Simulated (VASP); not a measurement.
A run of VASP 6.6.1:

Contents of INCAR:

```
SYSTEM = MoS2
ALGO = Normal
DIPOL = 0.5 0.5 0.500
EDIFF = 1E-7
ENCUT = 520
GGA = PE
IDIPOL = 3
ISIF = 2
ISMEAR = 0
ISPIN = 2
IVDW = 12
LASPH = .TRUE.
LCHARG = .FALSE.
LDIPOL = .TRUE.
LMAXMIX = 4
LORBIT = 11
LREAL = .FALSE.
LWAVE = .FALSE.
MAGMOM = 0 0 1
NBANDS = 24
NELM = 150
PREC = Accurate
SIGMA = 0.05
```

Contents of KPOINTS:

```
k-points
0
G
  12 12 1
  0 0 0
```

File POSCAR:

```
MoS2
1.0
    3.1841260800      0.0000000000      0.0000000000
   -1.5920630400      2.7575340800      0.0000000000
    0.0000000000      0.0000000000     21.1026500379
S Mo
2 1
Direct
    0.3333333300      0.6666666600      0.4264867201
    0.3333333300      0.6666666600      0.5735132799
    0.0000000000      0.0000000000      0.5000000000
```

Potentials or basis: VASP PAW PBE potentials, release 64 (S, Mo_sv).

Command:

```console
$ cat potpaw_PBE.64/S/POTCAR potpaw_PBE.64/Mo_sv/POTCAR > POTCAR
$ mpirun -np 1 vasp_std > vasp.out
```

Hardware: 1 thread of Intel(R) Xeon(R) 6975P-C (Granite Rapids), on a shared host.

Task: How long does it take, and how much memory?

Result: It took 2.2 min on 1 thread of Intel(R) Xeon(R) 6975P-C (Granite Rapids) (shared host), peak memory 0.44 GiB. Counts: scf iterations 28, k points 19.
